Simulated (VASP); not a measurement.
# Cd3HgTe4 (P-4m2) in VASP: further runs

Cd3HgTe4 is run at these levels: PBE; tasks: single point, relaxation of cell and atoms.

Program: VASP 6.6.1. These are calculated values, not measurements. Logs are shortened: lines on timing, memory, paths and dates and some standing lists are left out, and cuts for length are marked.

## 1. The cell of the first run

It takes space group P-4m2 (No. 115, tetragonal). The conventional cell has a = 4.378 Å, b = 4.378 Å, c = 12.382 Å, α = 90.00°, β = 90.00°, γ = 90.00°. Within 3.5 Å of Cd (site symmetry 2mm) lie 4 Te at 2.68 Å. Within 3.5 Å of Cd (site symmetry -4m2) lie 4 Te at 2.68 Å. Hg (site symmetry -4m2) has 4 Te at 2.68 Å within 3.5 Å. Within 3.5 Å of Te (site symmetry 2mm) lie 4 Cd at 2.68 Å. Within 3.5 Å of Te (site symmetry 2mm) lie 2 Cd at 2.68 Å and 2 Hg at 2.68 Å.

## 2. Single point, PBE

INCAR

```
SYSTEM = Cd3HgTe4
PREC = Accurate ; ENCUT = 520
EDIFF = 1E-6 ; ISMEAR = 0
SIGMA = 0.1 ; LREAL = .False.
LASPH = .True. ; NELM = 60
ALGO = Normal ; ISIF = 2
LWAVE = .False. ; LCHARG = .False.
GGA = PE ; NBANDS = 46
```

KPOINTS

```
Automatic mesh
0
Gamma
  4 4 2
  0 0 0
```

POSCAR

```
Cd3HgTe4
1.0
    4.3777576600      0.0000000000      0.0000000000
    0.0000000000      4.3777576600      0.0000000000
    0.0000000000      0.0000000000     12.3821685100
Cd Hg Te
3 1 4
Direct
    0.5000000000      0.5000000000      0.2500000000
    0.0000000000      0.0000000000      0.5000000000
    0.5000000000      0.5000000000      0.7500000000
    0.0000000000      0.0000000000      0.0000000000
    0.5000000000      0.0000000000      0.3750000000
    0.0000000000      0.5000000000      0.6250000000
    0.5000000000      0.0000000000      0.8750000000
    0.0000000000      0.5000000000      0.1250000000
```

Potentials or basis: VASP PAW PBE potentials, release 64 (Cd, Hg, Te).

The run is started by

```console
cat potpaw_PBE.64/Cd/POTCAR potpaw_PBE.64/Hg/POTCAR potpaw_PBE.64/Te/POTCAR > POTCAR
mpirun -np 1 vasp_std > vasp.out
```

OUTCAR:

```text
SYSTEM = Cd3HgTe4
   PREC = Accurate
   ENCUT = 520
   EDIFF = 1E-6
   ISMEAR = 0
   LREAL = .False.
   LASPH = .True.
   NELM = 60
   ISIF = 2
   GGA = PE

 ion  position               nearest neighbor table
   1  0.500  0.500  0.250-   5 2.68   8 2.68   5 2.68   8 2.68
   2  0.000  0.000  0.500-   5 2.68   6 2.68   6 2.68   5 2.68
   3  0.500  0.500  0.750-   6 2.68   7 2.68   7 2.68   6 2.68
   4  0.000  0.000  0.000-   7 2.68   8 2.68   8 2.68   7 2.68
   5  0.500  0.000  0.375-   1 2.68   2 2.68   1 2.68   2 2.68
   6  0.000  0.500  0.625-   2 2.68   3 2.68   2 2.68   3 2.68
   7  0.500  0.000  0.875-   3 2.68   4 2.68   3 2.68   4 2.68
   8  0.000  0.500  0.125-   1 2.68   4 2.68   4 2.68   1 2.68

  LATTYP: Found a simple tetragonal cell.
 ALAT       =     4.3777576600
 C/A-ratio  =     2.8284271245

  Lattice vectors:

 A1 = (   4.3777576600,   0.0000000000,   0.0000000000)
 A2 = (   0.0000000000,   4.3777576600,   0.0000000000)
 A3 = (   0.0000000000,   0.0000000000,  12.3821685100)

Analysis of symmetry for initial positions (statically):
=====================================================================
 Subroutine PRICEL returns:
 Original cell was already a primitive cell.

 Routine SETGRP: Setting up the symmetry group for a
 simple tetragonal supercell.

 Subroutine GETGRP returns: Found  8 space group operations
 (whereof  8 operations were pure point group operations)
 out of a pool of 16 trial point group operations.

The static configuration has the point symmetry D_2d.

Analysis of symmetry for dynamics (positions and initial velocities):
=====================================================================
 Subroutine PRICEL returns:
 Original cell was already a primitive cell.

 Routine SETGRP: Setting up the symmetry group for a
 simple tetragonal supercell.

 Subroutine GETGRP returns: Found  8 space group operations
 (whereof  8 operations were pure point group operations)
 out of a pool of 16 trial point group operations.

The dynamic configuration has the point symmetry D_2d.

 Subroutine INISYM returns: Found  8 space group operations
 (whereof  8 operations are pure point group operations),
 and found     1 'primitive' translations

----------------------------------------------------------------------------------------

                                     Primitive cell

  volume of cell :     237.3013

  direct lattice vectors                    reciprocal lattice vectors
     4.377757660  0.000000000  0.000000000     0.228427446  0.000000000  0.000000000
     0.000000000  4.377757660  0.000000000     0.000000000  0.228427446  0.000000000
     0.000000000  0.000000000 12.382168510     0.000000000  0.000000000  0.080761298

  length of vectors
     4.377757660  4.377757660 12.382168510     0.228427446  0.228427446  0.080761298

  position of ions in fractional coordinates (direct lattice)
     0.500000000  0.500000000  0.250000000
     0.000000000  0.000000000  0.500000000
     0.500000000  0.500000000  0.750000000
     0.000000000  0.000000000  0.000000000
     0.500000000  0.000000000  0.375000000
     0.000000000  0.500000000  0.625000000
     0.500000000  0.000000000  0.875000000
     0.000000000  0.500000000  0.125000000

  ion indices of the primitive-cell ions
   primitive index   ion index
                 1           1
                 2           2
                 3           3
                 4           4
                 5           5
                 6           6
                 7           7
                 8           8

----------------------------------------------------------------------------------------

 KPOINTS: Automatic mesh

Automatic generation of k-mesh.
 Grid dimensions read from file:
 generate k-points for:    4    4    2

 Generating k-lattice:

  Cartesian coordinates                     Fractional coordinates (reciprocal lattice)
     0.057106861  0.000000000  0.000000000     0.250000000  0.000000000  0.000000000
     0.000000000  0.057106861  0.000000000     0.000000000  0.250000000  0.000000000
     0.000000000  0.000000000  0.040380649     0.000000000  0.000000000  0.500000000

  Length of vectors
     0.057106861  0.057106861  0.040380649

  Shift w.r.t. Gamma in fractional coordinates (k-lattice)
     0.000000000  0.000000000  0.000000000

 Subroutine IBZKPT returns following result:
 ===========================================

 Found     12 irreducible k-points:

 Following reciprocal coordinates:
            Coordinates               Weight
  0.000000  0.000000  0.000000      1.000000
  0.250000  0.000000  0.000000      4.000000
  0.500000  0.000000  0.000000      2.000000
  0.250000  0.250000  0.000000      4.000000
  0.500000  0.250000  0.000000      4.000000
  0.500000  0.500000  0.000000      1.000000
  0.000000  0.000000  0.500000      1.000000
  0.250000  0.000000  0.500000      4.000000
  0.500000  0.000000  0.500000      2.000000
[... 31 lines left out ...]
   PSTRESS=    0.0 pullay stress
   NELECT =      72.0000    total number of electrons
   NUPDOWN=      -1.0000    fix difference up-down
   EMIN   =  10.00;   EMAX   =-10.00  energy-range for DOS
   EFERMI =   0.00;   METHOD = LEGACY
   ISMEAR =     0;   SIGMA  =   0.10  broadening in eV -4-tet -1-fermi 0-gaus
   EFERMI_NEDOS =   21; number of points for ismear=-14 and -15
   IALGO  =     38    algorithm
   IMIX   =      4    mixing-type and parameters
     AMIX     =   0.40;   BMIX     =  1.00
     AMIX_MAG =   1.60;   BMIX_MAG =  1.00
  volume/ion in A,a.u.               =      29.66       200.17
  Fermi-wavevector in a.u.,A,eV,Ry     =   1.100067  2.078824 16.465041  1.210146
  Thomas-Fermi vector in A             =   2.236472
   LORBIT       =      0    0 simple, 1 ext, 2 COOP (PROOUT), +10 PAW based schemes
   GGA     = PE    functional components
   LHFCALC =     F    Hartree Fock is set to
   AEXX    =    0.0000 exact exchange contribution
   IVDW    =     0    specifies the selected vdW correction
   LEPSILON=     F    determine dielectric tensor
   LRPA    =     F    only Hartree local field effects (RPA)
 non-spin polarized calculation
 Gauss-broadening in eV      SIGMA  =   0.10
  energy-cutoff  :      520.00
  volume of cell :      237.30
 maximum number of plane-waves:      6451
 NGX is ok and might be reduce to    36
   NGX = 17   NGY = 17   NGZ = 47

 number of electron      71.9999989 magnetization

 Free energy of the ion-electron system (eV)
  ---------------------------------------------------
  ext. energy  EPLUGINS =         0.00000000
  ---------------------------------------------------
  free energy    TOTEN  =       -16.28786718 eV

  energy without entropy =      -16.28786718  energy(sigma->0) =      -16.28786718

 E-fermi :   4.3447     XC(G=0):  -9.2383

 val. band max:        3.9660839996   @ k =   0.0000   0.0000   0.0000
 cond. band min:       4.7132251918   @ k =   0.0000   0.0000   0.0000
 fundamental gap:      0.7471411922
 Fermi energy:         4.3447382624

 k-point     1 :       0.0000    0.0000    0.0000
  band No.  band energies     occupation
      1      -8.3952      2.00000
      2      -7.9859      2.00000
      3      -7.9305      2.00000
      4      -7.5799      2.00000
      5      -5.0431      2.00000
      6      -5.0431      2.00000
[... 38 lines left out ...]
     45       8.2776      0.00000
     46       8.2820      0.00000

 k-point     2 :       0.2500    0.0000    0.0000
  band No.  band energies     occupation
      1      -8.1834      2.00000
      2      -7.8774      2.00000
      3      -7.8393      2.00000
      4      -7.5965      2.00000
      5      -5.0182      2.00000
      6      -4.9994      2.00000
[... 38 lines left out ...]
     45       8.6610      0.00000
     46       9.3090      0.00000

 k-point     3 :       0.5000    0.0000    0.0000
  band No.  band energies     occupation
      1      -7.8662      2.00000
      2      -7.7712      2.00000
      3      -7.7258      2.00000
      4      -7.7258      2.00000
      5      -4.9748      2.00000
      6      -4.9723      2.00000
[... 430 lines left out ...]
     45      10.0822      0.00000
     46      10.1418      0.00000

 k-point    12 :       0.5000    0.5000    0.5000
  band No.  band energies     occupation
      1      -7.6031      2.00000
      2      -7.6031      2.00000
      3      -7.5631      2.00000
      4      -7.5631      2.00000
      5      -4.8906      2.00000
      6      -4.8840      2.00000
[... 38 lines left out ...]
     45      11.5216      0.00000
     46      11.6008      0.00000

------------------------ aborting loop because EDIFF is reached ----------------------------------------

  FORCE on cell =-STRESS in cart. coord.  units (eV):
  Direction    XX          YY          ZZ          XY          YZ          ZX
  --------------------------------------------------------------------------------------
  -------------------------------------------------------------------------------------
  Total       18.0153990     18.0153990     17.4314986      0.0000000      0.0000000      0.0000000
  in kB      121.6338137    121.6338137    117.6915183      0.0000000      0.0000000      0.0000000
  external PRESSURE =     120.3197153 kB  Pullay stress =       0.0000000 kB

 VOLUME and BASIS-vectors are now :
 -----------------------------------------------------------------------------
  energy-cutoff  :      520.00
  volume of cell :      237.30
      direct lattice vectors                 reciprocal lattice vectors
     4.377757660  0.000000000  0.000000000     0.228427446  0.000000000  0.000000000
     0.000000000  4.377757660  0.000000000     0.000000000  0.228427446  0.000000000
     0.000000000  0.000000000 12.382168510     0.000000000  0.000000000  0.080761298

 POSITION                                       TOTAL-FORCE (eV/Angst)
 -----------------------------------------------------------------------------------
      2.18888      2.18888      3.09554         0.000000     -0.000000     -0.013499
      0.00000      0.00000      6.19108        -0.000000     -0.000000      0.000000
      2.18888      2.18888      9.28663         0.000000      0.000000      0.013499
      0.00000      0.00000      0.00000        -0.000000     -0.000000      0.000000
      2.18888      0.00000      4.64331         0.000000     -0.000000     -0.004048
      0.00000      2.18888      7.73886         0.000000     -0.000000      0.004048
      2.18888      0.00000     10.83440         0.000000     -0.000000     -0.194537
      0.00000      2.18888      1.54777         0.000000     -0.000000      0.194537
 -----------------------------------------------------------------------------------
    total drift:                                0.000000      0.000000      0.000000

  FREE ENERGIE OF THE ION-ELECTRON SYSTEM (eV)
  ---------------------------------------------------
  free  energy   TOTEN  =       -16.2878671814 eV

  energy  without entropy=      -16.2878671769  energy(sigma->0) =      -16.28786718
```

Run time: 96 s. Hardware: 1 thread of Intel Xeon 6975P-C (Granite Rapids), shared host; peak memory 0.4 GiB.

Results:

| Quantity | Value |
| --- | --- |
| Free energy | -16.2879 eV |
| Pressure | 12.0 GPa |
| Largest force | 0.195 eV/Å |
| Band gap on the k mesh | 0.75 eV |

Forces on the atoms (eV/Å):
```
Cd   0.000  0.000 -0.013
Cd   0.000  0.000  0.000
Cd   0.000  0.000  0.013
Hg   0.000  0.000  0.000
Te   0.000  0.000 -0.004
Te   0.000  0.000  0.004
Te   0.000  0.000 -0.195
Te   0.000  0.000  0.195
```

Caveat: the cell stands under pressure; spin-orbit coupling is left out, which moves the levels of the heavy elements.

## 3. Single point, PBE

This run uses another cell than the first one, of 36.35 Å³/atom.

INCAR

```
SYSTEM = Cd3HgTe4
ALGO = Normal
EDIFF = 1E-6
ENCUT = 520
GGA = PE
ISIF = 2
ISMEAR = 0
LASPH = .True.
LCHARG = .False.
LREAL = .False.
LWAVE = .False.
NBANDS = 46
NELM = 60
PREC = Accurate
SIGMA = 0.1
```

KPOINTS

```
k-points
0
Gamma
  4 4 2
  0 0 0
```

POSCAR

```
Cd3HgTe4
1.0
    4.7034503174      0.0000000000      0.0000000000
    0.0000000000      4.7034503174      0.0000000000
    0.0000000000      0.0000000000     13.1432328388
Cd Hg Te
3 1 4
Direct
    0.5000000000      0.5000000000      0.2505293542
    0.0000000000      0.0000000000      0.5000000000
    0.5000000000      0.5000000000      0.7494706458
    0.0000000000      0.0000000000      0.0000000000
    0.5000000000      0.0000000000      0.3752971230
    0.0000000000      0.5000000000      0.6247028770
    0.5000000000      0.0000000000      0.8737961509
    0.0000000000      0.5000000000      0.1262038491
```

Potentials or basis: VASP PAW PBE potentials, release 64 (Cd, Hg, Te).

The run is started by

```console
cat potpaw_PBE.64/Cd/POTCAR potpaw_PBE.64/Hg/POTCAR potpaw_PBE.64/Te/POTCAR > POTCAR
mpirun -np 1 vasp_std > vasp.out
```

Run time: 96 s. Hardware: 1 thread of Intel Xeon 6975P-C (Granite Rapids), shared host; peak memory 0.43 GiB.

It converged, with:

| Quantity | Value |
| --- | --- |
| Free energy | -17.9779 eV |
| Pressure | 0.2 GPa |
| Largest force | 0.004 eV/Å |
| Band gap on the k mesh | 0.16 eV |

Forces on the atoms (eV/Å):
```
Cd   0.000  0.000  0.001
Cd   0.000  0.000  0.000
Cd   0.000  0.000 -0.001
Hg   0.000  0.000  0.000
Te   0.000  0.000  0.000
Te   0.000  0.000  0.000
Te   0.000  0.000  0.004
Te   0.000  0.000 -0.004
```

Levels at points of the mesh, in eV from the valence-band top:
| k point | band 33 | band 34 | band 35 | band 36 | band 37 | band 38 | band 39 | band 40 |
| --- | --- | --- | --- | --- | --- | --- | --- | --- |
| (0.00, 0.00, 0.00) | -0.99 | -0.02 | -0.02 | 0.00 | 0.16 | 2.25 | 2.55 | 2.63 |
| (0.50, 0.00, 0.00) | -0.81 | -0.75 | -0.69 | -0.62 | 1.19 | 1.66 | 2.64 | 2.86 |
| (0.50, 0.50, 0.00) | -1.75 | -1.75 | -1.75 | -1.69 | 2.19 | 2.70 | 2.71 | 2.71 |
| (0.00, 0.00, 0.50) | -0.46 | -0.46 | -0.28 | -0.28 | 1.35 | 1.76 | 2.40 | 2.54 |
| (0.50, 0.00, 0.50) | -0.85 | -0.85 | -0.82 | -0.62 | 1.64 | 2.27 | 2.28 | 2.31 |
| (0.50, 0.50, 0.50) | -1.89 | -1.89 | -1.89 | -1.88 | 2.52 | 3.16 | 3.17 | 3.30 |

Caveat: spin-orbit coupling is left out, which moves the levels of the heavy elements.

## 4. Relaxation of cell and atoms, PBE

INCAR

```
SYSTEM = Cd3HgTe4
PREC     = Accurate       ! precision mode
ENCUT    = 600            ! plane-wave cutoff, eV
EDIFF    = 1E-6           ! SCF threshold, eV
ISMEAR   = 0              ! smearing method
SIGMA    = 0.1            ! smearing width, eV
LREAL    = .False.        ! projectors in reciprocal space
LASPH    = .True.         ! aspherical terms in the spheres
NELM     = 100            ! most SCF steps
ALGO     = Normal         ! electronic algorithm
ISIF     = 3              ! what is computed and relaxed
LWAVE    = .False.        ! write WAVECAR
LCHARG   = .False.        ! write CHGCAR
GGA      = PE             ! functional
IBRION   = 2              ! ionic algorithm
NSW      = 90             ! ionic steps
EDIFFG   = -0.04          ! ionic threshold
```

KPOINTS

```
regular mesh
0
Gamma
  4 4 2
  0 0 0
```

POSCAR

```
Cd3HgTe4
1.0
    4.3777576600      0.0000000000      0.0000000000
    0.0000000000      4.3777576600      0.0000000000
    0.0000000000      0.0000000000     12.3821685100
Cd Hg Te
3 1 4
Direct
    0.5000000000      0.5000000000      0.2500000000
    0.0000000000      0.0000000000      0.5000000000
    0.5000000000      0.5000000000      0.7500000000
    0.0000000000      0.0000000000      0.0000000000
    0.5000000000      0.0000000000      0.3750000000
    0.0000000000      0.5000000000      0.6250000000
    0.5000000000      0.0000000000      0.8750000000
    0.0000000000      0.5000000000      0.1250000000
```

The run is started by

```console
cat potpaw_PBE.64/Cd/POTCAR potpaw_PBE.64/Hg/POTCAR potpaw_PBE.64/Te/POTCAR > POTCAR
mpirun -np 1 vasp_std > vasp.out
```

Wall time 4 min (1 thread of Intel Xeon 6975P-C (Granite Rapids), shared host); peak memory 0.45 GiB.

It converged, with:

```
Free energy                           : -17.9676 eV
Relaxed volume                        : 36.45 Å³/atom
Relaxed cell                          : a = 4.692 Å, b = 4.692 Å, c = 13.243 Å, α = 90.00°, β = 90.00°, γ = 90.00°
Space group after relaxing (to 0.1 Å) : P-4m2 (No. 115)
Energy gained by relaxing             : 210.0 meV/atom
Ionic steps                           : 3
Pressure after relaxing               : 0.1 GPa
Largest force after relaxing          : 0.030 eV/Å
Band gap on the k mesh                : 0.17 eV
```

Forces on the atoms (eV/Å):
```
Cd   0.000  0.000  0.010
Cd   0.000  0.000  0.000
Cd   0.000  0.000 -0.010
Hg   0.000  0.000  0.000
Te   0.000  0.000  0.003
Te   0.000  0.000 -0.003
Te   0.000  0.000 -0.030
Te   0.000  0.000  0.030
```

Stress tensor (GPa, compression positive):
```
 0.15  0.00  0.00
 0.00  0.15  0.00
 0.00  0.00 -0.04
```

Step by step:
| step | energy change (eV) | largest force (eV/Å) | pressure (GPa) | volume (Å³) |
| --- | --- | --- | --- | --- |
| 1 | 0.0000 | 0.1945 | 12.01 | 237.30 |
| 2 | -1.4151 | 0.0181 | -2.60 | 322.12 |
| 3 | -1.6802 | 0.0302 | 0.09 | 291.61 |

Final structure:
```
Cd Hg Te
1.0
     4.69249    0.00000    0.00000
     0.00000    4.69249    0.00000
     0.00000    0.00000   13.24342
Cd Hg Te
3 1 4
Direct
  0.50000 0.50000 0.24996
  0.00000 0.00000 0.50000
  0.50000 0.50000 0.75004
  0.00000 0.00000 0.00000
  0.50000 0.00000 0.37499
  0.00000 0.50000 0.62501
  0.50000 0.00000 0.87447
  0.00000 0.50000 0.12553
```

Levels at points of the mesh, in eV from the valence-band top:
| k point | band 34 | band 35 | band 36 | band 37 | band 38 | band 39 |
| --- | --- | --- | --- | --- | --- | --- |
| (0.00, 0.00, 0.00) | -0.01 | 0.00 | 0.00 | 0.17 | 2.28 | 2.60 |
| (0.50, 0.00, 0.00) | -0.76 | -0.70 | -0.60 | 1.20 | 1.66 | 2.65 |
| (0.50, 0.50, 0.00) | -1.73 | -1.73 | -1.70 | 2.19 | 2.67 | 2.72 |
| (0.00, 0.00, 0.50) | -0.44 | -0.26 | -0.26 | 1.35 | 1.75 | 2.45 |
| (0.50, 0.00, 0.50) | -0.81 | -0.78 | -0.60 | 1.66 | 2.28 | 2.29 |
| (0.50, 0.50, 0.50) | -1.88 | -1.88 | -1.88 | 2.53 | 3.13 | 3.13 |

Caveat: the volume moved by over 15 % at a fixed basis, so the end points are rough; spin-orbit coupling is left out, which moves the levels of the heavy elements.

## 5. The runs side by side

```tsv
task	cell	cutoff (eV)	gap on the mesh (eV)	pressure (GPa)	largest force (eV/Å)
single point	a = 4.378, b = 4.378, c = 12.382 Å, 8 atoms, atomic positions A	520	0.75	12.0	0.19
single point	a = 4.703, b = 4.703, c = 13.143 Å, 8 atoms, atomic positions B	520	0.16	0.2	-
relaxation of cell and atoms	relaxed from a = 4.378, b = 4.378, c = 12.382 Å, 8 atoms, atomic positions A	600	0.17	0.1	0.03
```

Alike in all rows: level PBE; potentials or basis VASP PAW PBE potentials, release 64 (Cd, Hg, Te); no spin polarisation; k mesh 4 × 4 × 2; smearing gaussian 0.1 eV.

Caveats: spin-orbit coupling is left out, which moves the levels of the heavy elements; the cell stands under pressure (at least some runs); the volume moved by over 15 % at a fixed basis, so the end points are rough (at least some runs).

Total energies depend on the potentials used, so only differences within one code and one set of settings carry meaning.
